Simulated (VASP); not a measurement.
# SnSe2 (P-3m1) in VASP: further runs

SnSe2 is run at these levels: PBE; tasks: single point.

Program: VASP 6.6.1. These are calculated values, not measurements. Logs are shortened: lines on timing, memory, paths and dates and some standing lists are left out, and cuts for length are marked.

## Step 1: The cell of the first run

Symmetry: P-3m1, No. 164, trigonal system. Conventional cell: a = 3.836 Å, b = 3.836 Å, c = 6.177 Å, α = 90.00°, β = 90.00°, γ = 120.00°. Within 3.6 Å of Sn (site symmetry -3m) lie 6 Se at 2.73 Å. Within 3.9 Å of Se (site symmetry 3m) lie 3 Sn at 2.73 Å and 12 Se at 3.71 to 3.89 Å.

## Step 2: Single point, PBE (26.24 Å³/atom)

INCAR

```
SYSTEM = SnSe2
PREC     = Accurate       ! precision mode
ENCUT    = 520            ! plane-wave cutoff, eV
EDIFF    = 1E-6           ! SCF threshold, eV
ISMEAR   = -1             ! smearing method
SIGMA    = 0.02           ! smearing width, eV
LREAL    = .FALSE.        ! projectors in reciprocal space
LASPH    = .TRUE.         ! aspherical terms in the spheres
NELM     = 100            ! most SCF steps
ALGO     = Normal         ! electronic algorithm
ISIF     = 2              ! what is computed and relaxed
LWAVE    = .FALSE.        ! write WAVECAR
LCHARG   = .TRUE.         ! write CHGCAR
GGA      = PE             ! functional
LELF     = .TRUE.         ! ELF
LVHAR    = .TRUE.       
NBANDS   = 20             ! bands
```

KPOINTS

```
Automatic mesh
0
G
  13 13 7
  0 0 0
```

POSCAR

```
SnSe2
1.0
    3.8362391461      0.0000000000      0.0000000000
   -1.9181195731      3.3222805555      0.0000000000
    0.0000000000      0.0000000000      6.1766369459
Sn Se
1 2
Direct
    0.0000000000      0.0000000000      0.0000000000
    0.3333333333      0.6666666667      0.2589009013
    0.6666666667      0.3333333333      0.7410990987
```

Potentials or basis: VASP PAW PBE potentials, release 64 (Sn_d, Se).

The run is started by

```bash
> cat potpaw_PBE.64/Sn_d/POTCAR potpaw_PBE.64/Se/POTCAR > POTCAR
> mpirun -np 1 vasp_std > vasp.out
```

OUTCAR:

```text
SYSTEM = SnSe2
   PREC = Accurate
   ENCUT = 520
   EDIFF = 1E-6
   ISMEAR = -1
   LREAL = .FALSE.
   LASPH = .TRUE.
   NELM = 100
   ISIF = 2
   GGA = PE

 ion  position               nearest neighbor table
   1  0.000  0.000  0.000-   2 2.73   3 2.73   3 2.73   2 2.73   3 2.73   2 2.73
   2  0.333  0.667  0.259-   1 2.73   1 2.73   1 2.73
   3  0.667  0.333  0.741-   1 2.73   1 2.73   1 2.73

  LATTYP: Found a hexagonal cell.
 ALAT       =     3.8362391461
 C/A-ratio  =     1.6100760955

  Lattice vectors:

 A1 = (   3.8362391461,   0.0000000000,   0.0000000000)
 A2 = (  -1.9181195731,   3.3222805555,   0.0000000000)
 A3 = (   0.0000000000,   0.0000000000,   6.1766369459)

Analysis of symmetry for initial positions (statically):
=====================================================================
 Subroutine PRICEL returns:
 Original cell was already a primitive cell.

 Routine SETGRP: Setting up the symmetry group for a
 hexagonal supercell.

 Subroutine GETGRP returns: Found 12 space group operations
 (whereof 12 operations were pure point group operations)
 out of a pool of 24 trial point group operations.

The static configuration has the point symmetry D_3d.

Analysis of symmetry for dynamics (positions and initial velocities):
=====================================================================
 Subroutine PRICEL returns:
 Original cell was already a primitive cell.

 Routine SETGRP: Setting up the symmetry group for a
 hexagonal supercell.

 Subroutine GETGRP returns: Found 12 space group operations
 (whereof 12 operations were pure point group operations)
 out of a pool of 24 trial point group operations.

The dynamic configuration has the point symmetry D_3d.

 Subroutine INISYM returns: Found 12 space group operations
 (whereof 12 operations are pure point group operations),
 and found     1 'primitive' translations

----------------------------------------------------------------------------------------

                                     Primitive cell

  volume of cell :      78.7216

  direct lattice vectors                    reciprocal lattice vectors
     3.836239146  0.000000000  0.000000000     0.260671966  0.150499030  0.000000000
    -1.918119573  3.322280555  0.000000000     0.000000000  0.300998059  0.000000000
     0.000000000  0.000000000  6.176636946     0.000000000  0.000000000  0.161900401

  length of vectors
     3.836239146  3.836239146  6.176636946     0.300998059  0.300998059  0.161900401

  position of ions in fractional coordinates (direct lattice)
     0.000000000  0.000000000  0.000000000
     0.333333333  0.666666667  0.258900901
     0.666666667  0.333333333  0.741099099

  ion indices of the primitive-cell ions
   primitive index   ion index
                 1           1
                 2           2
                 3           3

----------------------------------------------------------------------------------------

 KPOINTS: Automatic mesh

Automatic generation of k-mesh.
 Grid dimensions read from file:
 generate k-points for:   13   13    7

 Generating k-lattice:

  Cartesian coordinates                     Fractional coordinates (reciprocal lattice)
     0.020051690  0.011576848  0.000000000     0.076923077  0.000000000  0.000000000
     0.000000000  0.023153697  0.000000000     0.000000000  0.076923077  0.000000000
     0.000000000  0.000000000  0.023128629     0.000000000  0.000000000  0.142857143

  Length of vectors
     0.023153697  0.023153697  0.023128629

  Shift w.r.t. Gamma in fractional coordinates (k-lattice)
     0.000000000  0.000000000  0.000000000

 Subroutine IBZKPT returns following result:
 ===========================================

 Found    126 irreducible k-points:

 Following reciprocal coordinates:
            Coordinates               Weight
  0.000000  0.000000  0.000000      1.000000
  0.076923  0.000000  0.000000      6.000000
  0.153846  0.000000  0.000000      6.000000
  0.230769  0.000000  0.000000      6.000000
  0.307692  0.000000  0.000000      6.000000
  0.384615  0.000000  0.000000      6.000000
[... 16 lines left out ...]
  0.076923  0.000000  0.142857      6.000000
  0.000000  0.076923  0.142857      6.000000
 [... further k-points ...]
   k-points           NKPTS =    126   k-points in BZ     NKDIM =    126   number of bands    NBANDS=     20
   number of dos      NEDOS =    301   number of ions     NIONS =      3
   total plane-waves  NPLWV =  43200
   dimension x,y,z NGX =    30 NGY =   30 NGZ =   48
   dimension x,y,z NGXF=    60 NGYF=   60 NGZF=   96
   ions per type =               1   2
   NGX,Y,Z   is equivalent  to a cutoff of  13.00, 13.00, 12.92 a.u.
   NGXF,Y,Z  is equivalent  to a cutoff of  26.00, 26.00, 25.84 a.u.
 SYSTEM =  SnSe2
   PREC   = accura    normal or accurate (medium, high low for compatibility)
   ISTART =      0    job   : 0-new  1-cont  2-samecut
   ICHARG =      2    charge: 1-file 2-atom 10-const
   ISPIN  =      1    spin polarized calculation?
   LNONCOLLINEAR =      F non collinear calculations
   LSORBIT =      F    spin-orbit coupling
   LASPH  =      T    aspherical Exc in radial PAW
   ENCUT  =  520.0 eV  38.22 Ry    6.18 a.u.   7.13  7.13 11.48*2*pi/ulx,y,z
   NELM   =    100;   NELMIN=  2; NELMDL= -5     # of ELM steps
   EDIFF  = 0.1E-05   stopping-criterion for ELM
   LREAL  =      F    real-space projection
   EDIFFG = 0.1E-04   stopping-criterion for IOM
   NSW    =      0    number of steps for IOM
   IBRION =     -1    ionic relax: 0-MD 1-quasi-New 2-CG
   NFREE  =      0    steps in history (QN), initial steepest desc. (CG)
   ISIF   =      2    stress and relaxation
   ISYM   =      2    0-nonsym 1-usesym 2-fastsym
   POTIM  = 0.5000    time-step for ionic-motion
   TEBEG  =    0.0;   TEEND  =   0.0 temperature during run
   PSTRESS=    0.0 pullay stress
   NELECT =      26.0000    total number of electrons
   NUPDOWN=      -1.0000    fix difference up-down
   EMIN   =  10.00;   EMAX   =-10.00  energy-range for DOS
   EFERMI =   0.00;   METHOD = LEGACY
   ISMEAR =    -1;   SIGMA  =   0.02  broadening in eV -4-tet -1-fermi 0-gaus
   EFERMI_NEDOS =   21; number of points for ismear=-14 and -15
   IALGO  =     38    algorithm
   IMIX   =      4    mixing-type and parameters
     AMIX     =   0.40;   BMIX     =  1.00
     AMIX_MAG =   1.60;   BMIX_MAG =  1.00
  volume/ion in A,a.u.               =      26.24       177.08
  Fermi-wavevector in a.u.,A,eV,Ry     =   1.131622  2.138455 17.423181  1.280568
  Thomas-Fermi vector in A             =   2.268321
   LORBIT       =      0    0 simple, 1 ext, 2 COOP (PROOUT), +10 PAW based schemes
   GGA     = PE    functional components
   LHFCALC =     F    Hartree Fock is set to
   AEXX    =    0.0000 exact exchange contribution
   IVDW    =     0    specifies the selected vdW correction
   LEPSILON=     F    determine dielectric tensor
   LRPA    =     F    only Hartree local field effects (RPA)
 non-spin polarized calculation
  energy-cutoff  :      520.00
  volume of cell :       78.72
 maximum number of plane-waves:      2138
 NGX is ok and might be reduce to    30
   NGX = 15   NGY = 15   NGZ = 23

 number of electron      25.9999995 magnetization

 Free energy of the ion-electron system (eV)
  ---------------------------------------------------
  ext. energy  EPLUGINS =         0.00000000
  ---------------------------------------------------
  free energy    TOTEN  =       -11.83169068 eV

  energy without entropy =      -11.83169067  energy(sigma->0) =      -11.83169068

 E-fermi :   4.3047     XC(G=0):  -9.4166

 val. band max:        4.0317250144   @ k =   0.0769   0.0769   0.0000
 cond. band min:       4.5766388509   @ k =   0.0000   0.4615   0.2857
 fundamental gap:      0.5449138365
 Fermi energy:         4.3047423691

 k-point     1 :       0.0000    0.0000    0.0000
  band No.  band energies     occupation
      1     -17.2444      2.00000
      2     -17.2444      2.00000
      3     -17.2089      2.00000
      4     -17.1984      2.00000
      5     -17.1984      2.00000
      6      -9.7174      2.00000
[... 12 lines left out ...]
     19      12.9969      0.00000
     20      12.9970      0.00000

 k-point     2 :       0.0769    0.0000    0.0000
  band No.  band energies     occupation
      1     -17.2465      2.00000
      2     -17.2423      2.00000
      3     -17.2074      2.00000
      4     -17.2000      2.00000
      5     -17.1984      2.00000
      6      -9.6611      2.00000
[... 12 lines left out ...]
     19      12.3272      0.00000
     20      13.0632      0.00000

 k-point     3 :       0.1538    0.0000    0.0000
  band No.  band energies     occupation
      1     -17.2530      2.00000
      2     -17.2366      2.00000
      3     -17.2053      2.00000
      4     -17.2015      2.00000
      5     -17.1977      2.00000
      6      -9.4953      2.00000
[... 12 lines left out ...]
     19      12.2002      0.00000
     20      13.2031      0.00000

 k-point     4 :       0.2308    0.0000    0.0000
  band No.  band energies     occupation
      1     -17.2631      2.00000
      2     -17.2300      2.00000
      3     -17.2099      2.00000
      4     -17.1954      2.00000
      5     -17.1951      2.00000
      6      -9.2315      2.00000
[... 12 lines left out ...]
     19      12.1557      0.00000
     20      13.5838      0.00000

 k-point     5 :       0.3077    0.0000    0.0000
  band No.  band energies     occupation
      1     -17.2746      2.00000
      2     -17.2253      2.00000
      3     -17.2147      2.00000
      4     -17.1906      2.00000
      5     -17.1875      2.00000
      6      -8.8937      2.00000
[... 12 lines left out ...]
     19      12.7327      0.00000
     20      13.7682      0.00000
[... 353 lines left out ...]
      6      -7.8859      2.00000
[... 12 lines left out ...]
     19      12.1392      0.00000
     20      13.0982      0.00000

 k-point    22 :       0.0000    0.0000    0.1429
  band No.  band energies     occupation
      1     -17.2444      2.00000
      2     -17.2444      2.00000
      3     -17.2089      2.00000
      4     -17.1984      2.00000
      5     -17.1984      2.00000
      6      -9.6837      2.00000
[... 12 lines left out ...]
     19      12.8403      0.00000
     20      12.8476      0.00000

 k-point    23 :       0.0769    0.0000    0.1429
  band No.  band energies     occupation
      1     -17.2465      2.00000
      2     -17.2422      2.00000
      3     -17.2074      2.00000
      4     -17.2000      2.00000
      5     -17.1984      2.00000
      6      -9.6275      2.00000
[... 12 lines left out ...]
     19      12.3132      0.00000
     20      13.0797      0.00000

 k-point    24 :       0.0000    0.0769    0.1429
  band No.  band energies     occupation
      1     -17.2465      2.00000
      2     -17.2422      2.00000
      3     -17.2074      2.00000
      4     -17.2000      2.00000
      5     -17.1983      2.00000
      6      -9.6275      2.00000
[... 12 lines left out ...]
     19      12.2179      0.00000
     20      12.8035      0.00000

 [... further k-points ...]

------------------------ aborting loop because EDIFF is reached ----------------------------------------

  FORCE on cell =-STRESS in cart. coord.  units (eV):
  Direction    XX          YY          ZZ          XY          YZ          ZX
  --------------------------------------------------------------------------------------
  -------------------------------------------------------------------------------------
  Total        0.9879498      0.9879498      0.7989295     -0.0000000      0.0000000     -0.0000000
  in kB       20.1071911     20.1071911     16.2601668     -0.0000000      0.0000000     -0.0000000
  external PRESSURE =      18.8248497 kB  Pullay stress =       0.0000000 kB

 VOLUME and BASIS-vectors are now :
 -----------------------------------------------------------------------------
  energy-cutoff  :      520.00
  volume of cell :       78.72
      direct lattice vectors                 reciprocal lattice vectors
     3.836239146  0.000000000  0.000000000     0.260671966  0.150499030  0.000000000
    -1.918119573  3.322280555  0.000000000     0.000000000  0.300998059  0.000000000
     0.000000000  0.000000000  6.176636946     0.000000000  0.000000000  0.161900401

 POSITION                                       TOTAL-FORCE (eV/Angst)
 -----------------------------------------------------------------------------------
      0.00000      0.00000      0.00000        -0.000000      0.000000      0.000000
     -0.00000      2.21485      1.59914        -0.000000     -0.000000      0.004860
      1.91812      1.10743      4.57750         0.000000      0.000000     -0.004860
 -----------------------------------------------------------------------------------
    total drift:                               -0.000000     -0.000000      0.000000

  FREE ENERGIE OF THE ION-ELECTRON SYSTEM (eV)
  ---------------------------------------------------
  free  energy   TOTEN  =       -11.8316906830 eV

  energy  without entropy=      -11.8316906727  energy(sigma->0) =      -11.83169068
```

Run time: 2.7 min. Hardware: 1 thread of Intel Xeon 8259CL, shared host; peak memory 0.3 GiB.

What came out:

```
Free energy            : -11.8317 eV
Pressure               : 1.9 GPa
Largest force          : 0.005 eV/Å
Band gap on the k mesh : 0.54 eV (least direct gap 1.01 eV)
```

Forces on the atoms (eV/Å):
```
Sn   0.000  0.000  0.000
Se   0.000  0.000  0.005
Se   0.000  0.000 -0.005
```

Caveat: spin-orbit coupling is left out, which moves the levels of the heavy elements; an odd mesh through Γ misses points on the zone boundary, where band edges can lie; this functional lacks dispersion, which binds the layers, so the pressure and a relaxed spacing across them are unreliable.

## Step 3: Single point, PBE (z stretched by +2 %, then relaxed in part)

INCAR

```
SYSTEM = SnSe2
PREC     = Accurate       ! precision mode
ENCUT    = 520            ! plane-wave cutoff, eV
EDIFF    = 1E-7           ! SCF threshold, eV
ISMEAR   = -1             ! smearing method
SIGMA    = 0.02           ! smearing width, eV
LREAL    = .False.        ! projectors in reciprocal space
LASPH    = .True.         ! aspherical terms in the spheres
NELM     = 100            ! most SCF steps
ALGO     = Normal         ! electronic algorithm
ISIF     = 2              ! what is computed and relaxed
LWAVE    = .False.        ! write WAVECAR
LCHARG   = .False.        ! write CHGCAR
GGA      = PE             ! functional
NBANDS   = 20             ! bands
```

KPOINTS

```
Automatic mesh
0
Gamma
  13 13 7
  0 0 0
```

POSCAR

```
SnSe2
1.0
    3.8110000000      0.0000000000      0.0000000000
   -1.9055000000      3.3004228138      0.0000000000
    0.0000000000      0.0000000000      6.2587200000
Sn Se
1 2
Direct
    0.0000000000      0.0000000000      0.0000000000
    0.3333333333      0.6666666667      0.2568016242
    0.6666666667      0.3333333333      0.7431983758
```

Potentials or basis: VASP PAW PBE potentials, release 64 (Sn_d, Se).

The run is started by

```bash
> cat potpaw_PBE.64/Sn_d/POTCAR potpaw_PBE.64/Se/POTCAR > POTCAR
> mpirun -np 1 vasp_std > vasp.out
```

Wall time 2.7 min (1 thread of Intel Xeon 8259CL, shared host); peak memory 0.29 GiB.

Results (log left out):

```
Free energy            : -11.8264 eV
Pressure               : 2.3 GPa
Largest force          : 0.015 eV/Å
Band gap on the k mesh : 0.57 eV (least direct gap 1.11 eV)
```

Forces in eV/Å, atoms in the order of the input:
```
Sn   0.000  0.000  0.000
Se   0.000  0.000  0.015
Se   0.000  0.000 -0.015
```

Stress tensor (GPa, compression positive):
```
2.72 0.00 0.00
0.00 2.72 0.00
0.00 0.00 1.52
```

Levels at points of the mesh, in eV from the valence-band top:
| k point | band 10 | band 11 | band 12 | band 13 | band 14 | band 15 | band 16 | band 17 |
| --- | --- | --- | --- | --- | --- | --- | --- | --- |
| (0.00, 0.00, 0.00) | -0.51 | -0.27 | -0.27 | -0.25 | 0.97 | 3.15 | 4.66 | 4.66 |

Caveat: the cell differs from its parent crystal (z stretched by +2 %, then relaxed in part); spin-orbit coupling is left out, which moves the levels of the heavy elements; an odd mesh through Γ misses points on the zone boundary, where band edges can lie; this functional lacks dispersion, which binds the layers, so the pressure and a relaxed spacing across them are unreliable.

## Step 4: Single point, PBE (z stretched by +3 %, then relaxed in part)

INCAR

```
SYSTEM = SnSe2
PREC     = Accurate       ! precision mode
ENCUT    = 520            ! plane-wave cutoff, eV
EDIFF    = 1E-7           ! SCF threshold, eV
ISMEAR   = -1             ! smearing method
SIGMA    = 0.02           ! smearing width, eV
LREAL    = .FALSE.        ! projectors in reciprocal space
LASPH    = .TRUE.         ! aspherical terms in the spheres
NELM     = 80             ! most SCF steps
ALGO     = Normal         ! electronic algorithm
ISIF     = 2              ! what is computed and relaxed
LWAVE    = .FALSE.        ! write WAVECAR
LCHARG   = .TRUE.         ! write CHGCAR
GGA      = PE             ! functional
LELF     = .TRUE.         ! ELF
LVHAR    = .TRUE.       
NBANDS   = 20             ! bands
```

KPOINTS

```
Automatic mesh
0
G
  13 13 7
  0 0 0
```

POSCAR

```
SnSe2
1.0
    3.8110000000      0.0000000000      0.0000000000
   -1.9055000000      3.3004228138      0.0000000000
    0.0000000000      0.0000000000      6.3200800000
Sn Se
1 2
Direct
    0.0000000000      0.0000000000      0.0000000000
    0.3333333333      0.6666666667      0.2544476211
    0.6666666667      0.3333333333      0.7455523789
```

The run is started by

```bash
> cat potpaw_PBE.64/Sn_d/POTCAR potpaw_PBE.64/Se/POTCAR > POTCAR
> mpirun -np 1 vasp_std > vasp.out
```

It took 2.7 min on 1 thread of Intel Xeon 8259CL, shared host; peak memory 0.29 GiB.

It converged, with:

* Free energy: -11.8328 eV
* Pressure: 2.2 GPa
* Largest force: 0.017 eV/Å
* Band gap on the k mesh: 0.57 eV (least direct gap 1.10 eV)

Forces on the atoms (eV/Å):
```
Sn   0.000  0.000  0.000
Se   0.000  0.000  0.017
Se   0.000  0.000 -0.017
```

Stress tensor (GPa, compression positive):
```
2.59 0.00 0.00
0.00 2.59 0.00
0.00 0.00 1.31
```

Levels at points of the mesh, in eV from the valence-band top:
| k point | band 10 | band 11 | band 12 | band 13 | band 14 | band 15 | band 16 | band 17 |
| --- | --- | --- | --- | --- | --- | --- | --- | --- |
| (0.00, 0.00, 0.00) | -0.50 | -0.30 | -0.25 | -0.25 | 0.99 | 3.15 | 4.66 | 4.66 |

Caveat: the cell differs from its parent crystal (z stretched by +3 %, then relaxed in part); spin-orbit coupling is left out, which moves the levels of the heavy elements; an odd mesh through Γ misses points on the zone boundary, where band edges can lie; this functional lacks dispersion, which binds the layers, so the pressure and a relaxed spacing across them are unreliable.

## Step 5: The runs side by side

```tsv
cell	gap on the mesh (eV)	pressure (GPa)	largest force (eV/Å)
a = 3.836, b = 3.836, c = 6.177 Å, angles 90.0, 90.0, 120.0°, 3 atoms, atomic positions A	0.54	1.9	-
a = 3.811, b = 3.811, c = 6.259 Å, angles 90.0, 90.0, 120.0°, 3 atoms, atomic positions B	0.57	2.3	0.01
a = 3.811, b = 3.811, c = 6.320 Å, angles 90.0, 90.0, 120.0°, 3 atoms, atomic positions C	0.57	2.2	0.02
```

Alike in all rows: task single point; level PBE; potentials or basis VASP PAW PBE potentials, release 64 (Sn_d, Se); no spin polarisation; k mesh 13 × 13 × 7; cutoff (eV) 520; smearing fermi-dirac 0.02 eV.

Caveats: spin-orbit coupling is left out, which moves the levels of the heavy elements; an odd mesh through Γ misses points on the zone boundary, where band edges can lie; this functional lacks dispersion, which binds the layers, so the pressure and a relaxed spacing across them are unreliable.

Total energies depend on the potentials used, so only differences within one code and one set of settings carry meaning.
